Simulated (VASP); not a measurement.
A run of VASP 6.6.1 is set up as follows.

Contents of INCAR:

```
SYSTEM = AlRu
PREC     = Accurate       ! precision mode
ENCUT    = 520            ! plane-wave cutoff, eV
EDIFF    = 1E-6           ! SCF threshold, eV
ISMEAR   = 0              ! smearing method
SIGMA    = 0.1            ! smearing width, eV
LREAL    = .False.        ! projectors in reciprocal space
LASPH    = .True.         ! aspherical terms in the spheres
NELM     = 60             ! most SCF steps
ALGO     = Normal         ! electronic algorithm
ISIF     = 2              ! what is computed and relaxed
LWAVE    = .False.        ! write WAVECAR
LCHARG   = .True.         ! write CHGCAR
GGA      = PE             ! functional
LELF     = .True.         ! ELF
LVHAR    = .True.       
NBANDS   = 16             ! bands
```

The input KPOINTS:

```
Automatic mesh
0
Gamma
  18 18 18
  0 0 0
```

File POSCAR:

```
AlRu
1.0
    3.0037043292      0.0000000000      0.0000000000
    0.0000000000      3.0037043292      0.0000000000
    0.0000000000      0.0000000000      3.0037043292
Al Ru
1 1
Direct
    0.0000000000      0.0000000000      0.0000000000
    0.5000000000      0.5000000000      0.5000000000
```

Potentials or basis: VASP PAW PBE potentials, release 64 (Al, Ru_pv).

Run with:

```sh
$ cat potpaw_PBE.64/Al/POTCAR potpaw_PBE.64/Ru_pv/POTCAR > POTCAR
$ mpirun -np 1 vasp_std > vasp.out
```

(1) Predict the band gap on the k mesh.

(2) Predict the pressure.

Answers

(1) zero (an odd number of electrons rules out a gap without spin polarisation).

(2) 0.0 GPa.
